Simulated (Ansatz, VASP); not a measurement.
MgO in VASP and in Ansatz

INCAR

```
ALGO     = Normal         # electronic algorithm
EDIFF    = 1E-6           # SCF threshold, eV
ENCUT    = 520            # plane-wave cutoff, eV
GGA      = PE             # functional
ISIF     = 2              # what is computed and relaxed
ISMEAR   = 0              # smearing method
LASPH    = True           # aspherical terms in the spheres
LCHARG   = False          # write CHGCAR
LREAL    = False          # projectors in reciprocal space
LWAVE    = False          # write WAVECAR
NBANDS   = 36             # bands
NELM     = 100            # most SCF steps
PREC     = Accurate       # precision mode
SIGMA    = 0.05           # smearing width, eV
```

The input KPOINTS:

```
k-points
0
Gamma
  4 4 4
```

File POSCAR:

```
MgO
1.0
    5.6335409551      0.0000000000      0.0000000000
    0.0000000000      5.6335409551      0.0000000000
    0.0000000000      0.0000000000      5.6335409551
Mg O
6 6
Direct
    0.2500000000     -0.0102517249      0.5000000000
    0.0000000000      0.5110492652      0.2500000000
    0.5000000000      0.7399885347      0.0000000000
    0.7500000000     -0.0102517249      0.5000000000
    0.0000000000      0.5110492652      0.7500000000
    0.5000000000      0.2399885347      0.0000000000
    0.2500000000      0.5171112849      0.0000000000
    0.5000000000      0.0004156386      0.2500000000
    0.0000000000      0.7464704792      0.5000000000
    0.7500000000      0.5171112849      0.0000000000
    0.5000000000      0.0004156386      0.7500000000
    0.0000000000      0.2464704792      0.5000000000
```

Input for Ansatz:

```yaml
crystal:
  lattice:
    - [5.6335409551, 0.0, 0.0]
    - [0.0, 5.6335409551, 0.0]
    - [0.0, 0.0, 5.6335409551]
  atoms:
    - { symbol: Mg, position: [0.25, -0.0102517249, 0.5] }
    - { symbol: Mg, position: [0.0, 0.5110492652, 0.25] }
    - { symbol: Mg, position: [0.5, 0.7399885347, 0.0] }
    - { symbol: Mg, position: [0.75, -0.0102517249, 0.5] }
    - { symbol: Mg, position: [0.0, 0.5110492652, 0.75] }
    - { symbol: Mg, position: [0.5, 0.2399885347, 0.0] }
    - { symbol: O, position: [0.25, 0.5171112849, 0.0] }
    - { symbol: O, position: [0.5, 0.0004156386, 0.25] }
    - { symbol: O, position: [0.0, 0.7464704792, 0.5] }
    - { symbol: O, position: [0.75, 0.5171112849, 0.0] }
    - { symbol: O, position: [0.5, 0.0004156386, 0.75] }
    - { symbol: O, position: [0.0, 0.2464704792, 0.5] }
basis:
  ecutwfc: 520.0
kpoints:
  mp_grid: { grid: [4, 4, 4] }
hamiltonian:
  xc: pbe
  pseudopotentials: { kind: paw, azcp: { folder: soft_1 } }
scf:
  occupations: { method: gaussian, width: 0.05 }
output:
  forces: true
  stress: true
  eigenvalues: true
```

Change from the starting cell: mode 14 frozen in at -0.060 Å and mode 24 at -0.056 Å (largest displacements).

Alike in both runs: task single point; functional PBE; k mesh 4 × 4 × 4; occupations gaussian, width 0.05 eV; no spin polarisation.

|  | VASP | Ansatz |
| --- | --- | --- |
| version | VASP 6.6.1 | Ansatz 0.2.0 |
| potentials or method | VASP PAW PBE potentials, release 64 (Mg, O), cutoff 520 eV | scalar-relativistic, plane waves, PAW |
| valence electrons in the cell | 48 | 96 |

```tsv
	VASP	Ansatz	Ansatz less VASP
gap on the k mesh at the Fermi level (eV)	2.86	2.87	+0.014
least direct gap on the mesh (eV)	2.86	2.88	+0.014
pressure (GPa)	0.3	0.6	+0.31
traceless stress, the component that is largest in VASP (GPa)	0.31	0.30	-0.004
rms of the force components (eV/Å)	0.477	0.472	-0.0056
```

Atom by atom the forces differ by 0.006 eV/Å (rms over components). VASP's potentials hold 48 valence electrons a cell and Ansatz's 96, so a difference there can come from the potentials and not from the codes.
